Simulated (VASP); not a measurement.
Runs of VASP 6.6.1 on Hf2N. The structure is that of space group P4_2/mnm (No. 136), or close to it. The cells are those of the table. 

| cell | gap on the mesh (eV) | pressure (GPa) | largest force (eV/Å) |
| --- | --- | --- | --- |
| a = 5.270, b = 5.270, c = 3.388 Å, 6 atoms | none | -8.4 | 0.07 |
| a = 5.365, b = 5.365, c = 3.270 Å, 6 atoms | none | -8.4 | 0.06 |
| a = 5.580, b = 5.580, c = 3.139 Å, 6 atoms | none | -13.2 | 0.39 |
| a = 5.461, b = 5.461, c = 3.155 Å, 6 atoms | none | (a) | 0.19 |

Alike in all rows: task single point; level PBEsol; potentials or basis VASP PAW PBE potentials, release 64 (Hf_pv, N); no spin polarisation; k mesh 8 × 8 × 14; cutoff (eV) 520; smearing gaussian 0.15 eV.

Problem. Estimate the missing entries.

Solution. (a) -7.7.

Caveats: the cell stands under tension; the PAW data sets were made with another functional, which shifts forces and pressure a little; spin-orbit coupling is left out, which moves the levels of the heavy elements.

A k mesh can miss the band edges, and the runs leave out spin-orbit coupling on Hf.

A gap of «none» marks levels without a gap at the run's occupations.
